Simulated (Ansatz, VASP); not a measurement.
In in VASP and in Ansatz

```xyz
2
Lattice="0.0000 3.1432 3.1432 3.1432 0.0000 3.1432 3.1432 3.1432 0.0000" Properties=species:S:1:pos:R:3 pbc="T T T"
In    0.7858    0.7858    0.7858
In    5.5007    5.5007    5.5007
```

Alike in both runs: task single point; functional LDA; k mesh 10 × 10 × 10; occupations fermi-dirac, width 0.1 eV; no spin polarisation.

|  | VASP | Ansatz |
| --- | --- | --- |
| version | VASP 6.6.1 | Ansatz 0.2.0 |
| potentials or method | VASP PAW LDA potentials, release 64 (In_d), cutoff 520 eV | plane waves (420 eV) with PAW, scalar-relativistic |
| valence electrons in the cell | 26 | 26 |

VASP gave:

```
pressure (GPa) : 3.4
```

Task: Which values does Ansatz return?

Result: Pressure (GPa): 3.3.

Ansatz warns that its potentials were made for another functional, while VASP's fit it. LDA's correlation is that of Perdew and Zunger in VASP and of Perdew and Wang (1992) in Ansatz.
